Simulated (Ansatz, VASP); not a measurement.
# KCl: VASP beside Ansatz

```
CELL_PARAMETERS angstrom
0.00000 3.13410 3.13410
3.13410 0.00000 3.13410
3.13410 3.13410 0.00000
ATOMIC_POSITIONS crystal
K 0.00000 0.00000 0.00000
Cl 0.50000 0.50000 0.50000
```

Alike in both runs: task relaxation of cell and atoms; functional LDA; k mesh 6 × 6 × 6; occupations gaussian, width 0.02 eV; no spin polarisation.

|  | VASP | Ansatz |
| --- | --- | --- |
| version | VASP 6.6.1 | Ansatz 0.2.0 |
| potentials or method | VASP PAW LDA potentials, release 64 (K_sv, Cl), cutoff 500 eV | scalar-relativistic, plane waves, PAW |
| valence electrons in the cell | 16 | 16 |

```csv
,VASP,Ansatz,Ansatz less VASP
"gap on the k mesh at the Fermi level, each at its own relaxed structure (eV)",5.10,5.11,+0.008
relaxed volume (Å³/atom),28.15,28.07,-0.080
relaxed cell length with the largest relative difference (Å),4.302,4.298,-0.0041
```

Ansatz warns that its potentials were made for another functional, while VASP's fit it. LDA's correlation is that of Perdew and Zunger in VASP and of Perdew and Wang (1992) in Ansatz.
